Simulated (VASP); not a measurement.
# Zr3Sb4 (P-43m) in VASP: notebook, part 2 of 2

VASP 6.6.1.

## (4) Single point, PBE

File INCAR:

```
ALGO     = Normal         # electronic algorithm
EDIFF    = 1E-7           # SCF threshold, eV
ENCUT    = 520            # plane-wave cutoff, eV
GGA      = PE             # functional
ISIF     = 2              # what is computed and relaxed
ISMEAR   = 0              # smearing method
LASPH    = T              # aspherical terms in the spheres
LCHARG   = F              # write CHGCAR
LREAL    = F              # projectors in reciprocal space
LWAVE    = F              # write WAVECAR
NBANDS   = 37             # bands
NELM     = 60             # most SCF steps
PREC     = Accurate       # precision mode
SIGMA    = 0.1            # smearing width, eV
```

File KPOINTS:

```
k-points
0
Gamma
  4 4 4
```

File POSCAR:

```
Zr3Sb4
1.0
    6.2902099132      0.0000000000      0.0000000000
    0.0000000000      6.2902099132      0.0000000000
    0.0000000000      0.0000000000      6.2902099132
Zr Sb
3 4
Direct
    0.0000000000      0.0000000000      0.5000000000
    0.5000000000      0.0000000000      0.0000000000
    0.0000000000      0.5000000000      0.0000000000
    0.2744381441      0.7255618559      0.2744381441
    0.7255618559      0.2744381441      0.2744381441
    0.2744381441      0.2744381441      0.7255618559
    0.7255618559      0.7255618559      0.7255618559
```

Potentials or basis: VASP PAW PBE potentials, release 64 (Zr_sv, Sb).

The run is started by

```console
> cat potpaw_PBE.64/Zr_sv/POTCAR potpaw_PBE.64/Sb/POTCAR > POTCAR
> mpirun -np 1 vasp_std > vasp.out
```

OUTCAR:

```text
EDIFF = 1E-7
   ENCUT = 520
   GGA = PE
   ISIF = 2
   ISMEAR = 0
   LASPH = T
   LREAL = F
   NELM = 60
   PREC = Accurate

 ion  position               nearest neighbor table
   1  0.000  0.000  0.500-   4 2.82   5 2.82   6 2.82   7 2.82
   2  0.500  0.000  0.000-   4 2.82   5 2.82   6 2.82   7 2.82
   3  0.000  0.500  0.000-   4 2.82   5 2.82   6 2.82   7 2.82
   4  0.274  0.726  0.274-   1 2.82   2 2.82   3 2.82
   5  0.726  0.274  0.274-   1 2.82   2 2.82   3 2.82
   6  0.274  0.274  0.726-   1 2.82   2 2.82   3 2.82
   7  0.726  0.726  0.726-   1 2.82   2 2.82   3 2.82

  LATTYP: Found a simple cubic cell.
 ALAT       =     6.2902099132

  Lattice vectors:

 A1 = (   6.2902099132,   0.0000000000,   0.0000000000)
 A2 = (   0.0000000000,   6.2902099132,   0.0000000000)
 A3 = (   0.0000000000,   0.0000000000,   6.2902099132)

Analysis of symmetry for initial positions (statically):
=====================================================================
 Subroutine PRICEL returns:
 Original cell was already a primitive cell.

 Routine SETGRP: Setting up the symmetry group for a
 simple cubic supercell.

 Subroutine GETGRP returns: Found 24 space group operations
 (whereof 24 operations were pure point group operations)
 out of a pool of 48 trial point group operations.

The static configuration has the point symmetry T_d .

Analysis of symmetry for dynamics (positions and initial velocities):
=====================================================================
 Subroutine PRICEL returns:
 Original cell was already a primitive cell.

 Routine SETGRP: Setting up the symmetry group for a
 simple cubic supercell.

 Subroutine GETGRP returns: Found 24 space group operations
 (whereof 24 operations were pure point group operations)
 out of a pool of 48 trial point group operations.

The dynamic configuration has the point symmetry T_d .
[... 115 lines left out ...]
  volume/ion in A,a.u.               =      35.55       239.94
  Fermi-wavevector in a.u.,A,eV,Ry     =   0.995724  1.881646 13.489721  0.991467
  Thomas-Fermi vector in A             =   2.127764
   LORBIT       =      0    0 simple, 1 ext, 2 COOP (PROOUT), +10 PAW based schemes
   GGA     = PE    functional components
   LHFCALC =     F    Hartree Fock is set to
   AEXX    =    0.0000 exact exchange contribution
   IVDW    =     0    specifies the selected vdW correction
   LEPSILON=     F    determine dielectric tensor
   LRPA    =     F    only Hartree local field effects (RPA)
 non-spin polarized calculation
 Gauss-broadening in eV      SIGMA  =   0.10
  energy-cutoff  :      520.00
  volume of cell :      248.88
 maximum number of plane-waves:      6776
 NGX is ok and might be reduce to    48
   NGX = 23   NGY = 23   NGZ = 23

 number of electron      55.9999997 magnetization

 Free energy of the ion-electron system (eV)
  ---------------------------------------------------
  ext. energy  EPLUGINS =         0.00000000
  ---------------------------------------------------
  free energy    TOTEN  =       -41.36645269 eV

  energy without entropy =      -41.36645261  energy(sigma->0) =      -41.36645265

 E-fermi :   4.5370     XC(G=0):  -8.7723

 val. band max:        4.1841753509   @ k =   0.2500   0.2500   0.0000
 cond. band min:       4.8803399185   @ k =   0.2500   0.0000   0.0000
 fundamental gap:      0.6961645676
 Fermi energy:         4.5369572152

 k-point     1 :       0.0000    0.0000    0.0000
  band No.  band energies     occupation
      1     -44.8903      2.00000
      2     -44.8881      2.00000
      3     -44.8881      2.00000
      4     -22.9362      2.00000
      5     -22.9362      2.00000
      6     -22.9362      2.00000
[... 389 lines left out ...]
     36       7.3532      0.00000
     37       7.3532      0.00000

------------------------ aborting loop because EDIFF is reached ----------------------------------------

  FORCE on cell =-STRESS in cart. coord.  units (eV):
  Direction    XX          YY          ZZ          XY          YZ          ZX
  --------------------------------------------------------------------------------------
  -------------------------------------------------------------------------------------
  Total        0.0751461      0.0751461      0.0751461      0.0000000      0.0000000      0.0000000
  in kB        0.4837510      0.4837510      0.4837510      0.0000000      0.0000000      0.0000000
  external PRESSURE =       0.4837510 kB  Pullay stress =       0.0000000 kB

 VOLUME and BASIS-vectors are now :
 -----------------------------------------------------------------------------
  energy-cutoff  :      520.00
  volume of cell :      248.88
      direct lattice vectors                 reciprocal lattice vectors
     6.290209913  0.000000000  0.000000000     0.158977206  0.000000000  0.000000000
     0.000000000  6.290209913  0.000000000     0.000000000  0.158977206  0.000000000
     0.000000000  0.000000000  6.290209913     0.000000000  0.000000000  0.158977206

 POSITION                                       TOTAL-FORCE (eV/Angst)
 -----------------------------------------------------------------------------------
      0.00000      0.00000      3.14510         0.000000     -0.000000      0.000000
      3.14510      0.00000      0.00000         0.000000     -0.000000      0.000000
      0.00000      3.14510      0.00000         0.000000     -0.000000      0.000000
      1.72627      4.56394      1.72627         0.007663     -0.007663      0.007663
      4.56394      1.72627      1.72627        -0.007663      0.007663      0.007663
      1.72627      1.72627      4.56394         0.007663      0.007663     -0.007663
      4.56394      4.56394      4.56394        -0.007663     -0.007663     -0.007663
 -----------------------------------------------------------------------------------
    total drift:                               -0.000000     -0.000000     -0.000000

  FREE ENERGIE OF THE ION-ELECTRON SYSTEM (eV)
  ---------------------------------------------------
  free  energy   TOTEN  =       -41.3664526943 eV

  energy  without entropy=      -41.3664526108  energy(sigma->0) =      -41.36645265
```

OSZICAR:

```text
N       E                     dE             d eps       ncg     rms          rms(c)
DAV:   1     0.503904787954E+03    0.50390E+03   -0.24339E+04   748   0.131E+03
DAV:   2     0.292249655044E+01   -0.50098E+03   -0.49122E+03   854   0.341E+02
DAV:   3    -0.406216425340E+02   -0.43544E+02   -0.42934E+02  1110   0.845E+01
DAV:   4    -0.449260522078E+02   -0.43044E+01   -0.42851E+01  1280   0.245E+01
DAV:   5    -0.451908728324E+02   -0.26482E+00   -0.26476E+00  1144   0.472E+00    0.155E+01
DAV:   6    -0.413936172703E+02    0.37973E+01   -0.22220E+01   872   0.144E+01    0.568E+00
DAV:   7    -0.413579008809E+02    0.35716E-01   -0.18783E+00  1192   0.435E+00    0.364E+00
DAV:   8    -0.413603426428E+02   -0.24418E-02   -0.19809E-01   944   0.172E+00    0.108E+00
DAV:   9    -0.413659499821E+02   -0.56073E-02   -0.25850E-02  1016   0.706E-01    0.244E-01
DAV:  10    -0.413664530550E+02   -0.50307E-03   -0.39691E-03  1074   0.284E-01    0.477E-02
DAV:  11    -0.413664522048E+02    0.85019E-06   -0.25337E-04  1048   0.740E-02    0.264E-02
DAV:  12    -0.413664501965E+02    0.20083E-05   -0.31517E-05  1017   0.237E-02    0.668E-03
DAV:  13    -0.413664522311E+02   -0.20346E-05   -0.10967E-05  1016   0.118E-02    0.277E-03
DAV:  14    -0.413664527607E+02   -0.52963E-06   -0.31293E-06   889   0.492E-03    0.951E-04
DAV:  15    -0.413664526167E+02    0.14406E-06   -0.29971E-07   691   0.199E-03    0.672E-04
DAV:  16    -0.413664526943E+02   -0.77648E-07   -0.31942E-08   495   0.734E-04
   1 F= -.41366453E+02 E0= -.41366453E+02  d E =-.834841E-07
```

stdout:

```text
POSCAR found type information on POSCAR ZrSb
 POSCAR found :  2 types and       7 ions
 scaLAPACK will be used
 LDA part: xc-table for (Slater+PW92), standard interpolation
 POSCAR, INCAR and KPOINTS ok, starting setup
 FFT: planning ... GRIDC
 FFT: planning ... GRID_SOFT
 FFT: planning ... GRID
 WAVECAR not read
 entering main loop
```

Run time: 56 s. Hardware: 1 thread of Intel Xeon 6975P-C (Granite Rapids), shared host; peak memory 0.36 GiB.

Results:

```yaml
Free_energy: -41.3665 eV
Pressure: 0.0 GPa
Largest_force: 0.013 eV/Å
Band_gap_on_the_k_mesh: 0.70 eV (least direct gap 0.77 eV)
```

Forces in eV/Å, atoms in the order of the input:
```
Zr   0.000  0.000  0.000
Zr   0.000  0.000  0.000
Zr   0.000  0.000  0.000
Sb   0.008 -0.008  0.008
Sb  -0.008  0.008  0.008
Sb   0.008  0.008 -0.008
Sb  -0.008 -0.008 -0.008
```

Caveat: semilocal functionals underestimate gaps, and a narrow one can read as zero; spin-orbit coupling is left out, which moves the levels of the heavy elements. A k mesh can miss the band edges.

## (5) Overview

| cell | k mesh | gap on the mesh (eV) | pressure (GPa) | largest force (eV/Å) |
| --- | --- | --- | --- | --- |
| a = 6.290 Å, 7 atoms, atomic positions A | 2 × 2 × 2 | 0.81 | -0.1 | 0.01 |
| a = 5.725 Å, 7 atoms, atomic positions B | 4 × 4 × 4 | 0.30 | 20.9 | 2.02 |
| a = 6.290 Å, 7 atoms, atomic positions A | 4 × 4 × 4 | 0.70 | 0.0 | 0.01 |

Alike in all rows: task single point; level PBE; potentials or basis VASP PAW PBE potentials, release 64 (Zr_sv, Sb); no spin polarisation; cutoff (eV) 520; smearing gaussian 0.1 eV.

Caveats: some runs use coarse meshes; spin-orbit coupling is left out, which moves the levels of the heavy elements; semilocal functionals underestimate gaps, and a narrow one can read as zero (at least some runs); the cell stands under pressure (at least some runs); forces of over 1 eV/Å act on the atoms, so gaps and moduli don't describe the material at rest (at least some runs).

Absolute energies hang on the potentials; compare differences alone.
